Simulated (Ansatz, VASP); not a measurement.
# One calculation of Bi, two programs

POSCAR

```
Bi
1.0
    3.3018899442      0.0000000000      0.0000000000
    0.0000000000      3.2848288383      0.0000000000
   -0.0820328266      0.0000000000      6.5702716347
Bi
2
Direct
    0.5442472500      0.0000000000      0.7495778900
    0.4557527500      0.0000000000      0.2504221100
```

INCAR.step1

```
ALGO     = Normal         # electronic algorithm
EDIFF    = 1E-4           # SCF threshold, eV
ENCUT    = 520            # plane-wave cutoff, eV
GGA      = PE             # functional
ISMEAR   = -1             # smearing method
LASPH    = T              # aspherical terms in the spheres
LCHARG   = F              # write CHGCAR
LREAL    = F              # projectors in reciprocal space
LWAVE    = T              # write WAVECAR
NBANDS   = 22             # bands
NELM     = 80             # most SCF steps
PREC     = Accurate       # precision mode
SIGMA    = 0.05           # smearing width, eV
```

File INCAR.step2:

```
ALGO     = Normal         # electronic algorithm
EDIFF    = 1E-7           # SCF threshold, eV
ENCUT    = 520            # plane-wave cutoff, eV
ISIF     = 2              # what is computed and relaxed
ISMEAR   = -1             # smearing method
ISTART   = 1            
LASPH    = T              # aspherical terms in the spheres
LCHARG   = F              # write CHGCAR
LMIXTAU  = T            
LREAL    = F              # projectors in reciprocal space
LWAVE    = F              # write WAVECAR
METAGGA  = R2SCAN         # meta-GGA
NBANDS   = 22             # bands
NELM     = 80             # most SCF steps
PREC     = Accurate       # precision mode
SIGMA    = 0.05           # smearing width, eV
```

The input KPOINTS:

```
k-points
0
Gamma
  8 8 4
```

The input input.yaml:

```yaml
crystal:
  lattice:
    - [3.3018899442, 0.0, 0.0]
    - [0.0, 3.2848288383, 0.0]
    - [-0.0820328266, 0.0, 6.5702716347]
  atoms:
    - { symbol: Bi, position: [0.54424725, 0.0, 0.74957789] }
    - { symbol: Bi, position: [0.45575275, 0.0, 0.25042211] }
hamiltonian:
  xc: r2scan
  pseudopotentials: { kind: paw }
kpoints:
  mp_grid: { grid: [8, 8, 4] }
scf:
  occupations: { method: fermi_dirac, width: 0.05 }
output:
  forces: true
  stress: true
  eigenvalues: true
```

Alike in both runs: task single point; functional r2SCAN; k mesh 8 × 8 × 4; occupations fermi-dirac, width 0.05 eV; no spin polarisation.

|  | VASP | Ansatz |
| --- | --- | --- |
| version | VASP 6.6.1 | Ansatz 0.2.0 |
| potentials or method | VASP PAW PBE potentials, release 64 (Bi_d) | Ansatz PAW |
| plane-wave cutoff (eV) | 520 | 500 |
| valence electrons in the cell | 30 | 30 |

|  | VASP | Ansatz | Ansatz less VASP |
| --- | --- | --- | --- |
| gap on the k mesh at the Fermi level (eV) | none | none | - |
| pressure (GPa) | -1.8 | -1.8 | +0.05 |
| traceless stress, the component that is largest in VASP (GPa) | 0.52 | 0.52 | +0.001 |
| rms of the force components (eV/Å) | 0.022 | 0.022 | +0.0002 |

VASP's potentials were made for PBE, not for r2SCAN. Atom by atom the forces differ by 0.000 eV/Å (rms over components). A gap of «none» marks a metal or a gap that the smearing closes. With one functional, cell and mesh, what is left measures potentials, basis and numerics.

Neither program's run includes spin-orbit coupling.
